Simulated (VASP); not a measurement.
# MgO (rock salt): single point with r2SCAN

The system is MgO (rock salt).

```
CELL_PARAMETERS angstrom
0.00000 1.69273 1.69273
1.69273 0.00000 1.69273
1.69273 1.69273 0.00000
ATOMIC_POSITIONS crystal
Mg 0.00000 0.00000 0.00000
O 0.50000 0.50000 0.50000
```

This cell differs from its parent crystal: volume scaled by 0.52.

| Property | Result |
| --- | --- |
| Program | VASP 6.6.1 |
| Task | single point |
| Functional | r2SCAN |
| Potentials or basis | VASP PAW PBE potentials, release 64 (Mg, O) |
| Cutoff | 660 eV |
| k mesh | 10 × 10 × 10 |
| Occupations | gaussian, width 0.01 eV |
| Spin | no spin polarisation |

```
Pressure               : 423.3 GPa
Band gap on the k mesh : 9.77 eV, indirect (least direct gap 12.24 eV)
```

Levels at points of the mesh, in eV from the valence-band top:
| k point | band 1 | band 2 | band 3 | band 4 | band 5 | band 6 | band 7 | band 8 |
| --- | --- | --- | --- | --- | --- | --- | --- | --- |
| (0.00, 0.00, 0.00) | -22.93 | 0.00 | 0.00 | 0.00 | 15.46 | 20.32 | 20.32 | 20.32 |
| (0.50, 0.00, 0.00) | -19.10 | -8.54 | -2.00 | -2.00 | 13.90 | 22.57 | 25.49 | 25.49 |
| (0.50, 0.50, 0.00) | -19.00 | -7.35 | -2.47 | -2.47 | 9.77 | 20.90 | 23.51 | 33.63 |

Wall time 17 s on 1 thread of Intel(R) Xeon(R) Platinum 8488C (Sapphire Rapids) (shared host), peak memory 0.13 GiB.

Caveat: the PAW data sets were made with another functional, which shifts forces and pressure a little. A k mesh can miss the band edges.
